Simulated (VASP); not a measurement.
Set up this calculation in VASP 6.6.1, as the native input.

```
Task                   : single point
Functional             : PBE
Potentials or basis    : VASP PAW PBE potentials, release 64 (Zr_sv)
Cutoff                 : 520 eV
k mesh                 : 27 × 27 × 1
Occupations            : gaussian, width 0.1 eV
Spin                   : no spin polarisation
Dipole correction      : yes
Further INCAR settings : ALGO = Normal; EDIFF = 1e-06; NBANDS = 38
```

The structure of Zr lies in POSCAR:

```
Zr
1.0
    3.1890515800      0.0000000000      0.0000000000
   -1.5945257900      2.7617996800      0.0000000000
    0.0000000000      0.0000000000     27.4153990523
Zr
5
Direct
    0.6666666665      0.3333333335      0.3100447301
    0.3333333335      0.6666666669      0.4050223702
    0.0000000000      0.0000000000      0.5011798711
    0.6666666665      0.3333333335      0.5977393954
    0.3333333335      0.6666666669      0.6887695333
```

These files were run (other wordings do the same):

INCAR

```
ALGO = Normal
DIPOL = 0.5 0.5 0.501
EDIFF = 1E-6
ENCUT = 520
GGA = PE
IDIPOL = 3
ISIF = 2
ISMEAR = 0
LASPH = T
LCHARG = F
LDIPOL = T
LREAL = F
LWAVE = F
NBANDS = 38
NELM = 100
PREC = Accurate
SIGMA = 0.1
```

KPOINTS

```
k-points
0
Gamma
  27 27 1
```

Potentials or basis: VASP PAW PBE potentials, release 64 (Zr_sv).

Command:

```sh
$ cat potpaw_PBE.64/Zr_sv/POTCAR > POTCAR
$ mpirun -np 1 vasp_std > vasp.out
```

Results of the run:

```
Largest force          : 0.393 eV/Å
Band gap on the k mesh : zero (bands 30 and 31 overlap by 1.18 eV)
```

Run time: 37 min on 1 thread of Intel Xeon 8259CL (shared host), peak memory 0.66 GiB.
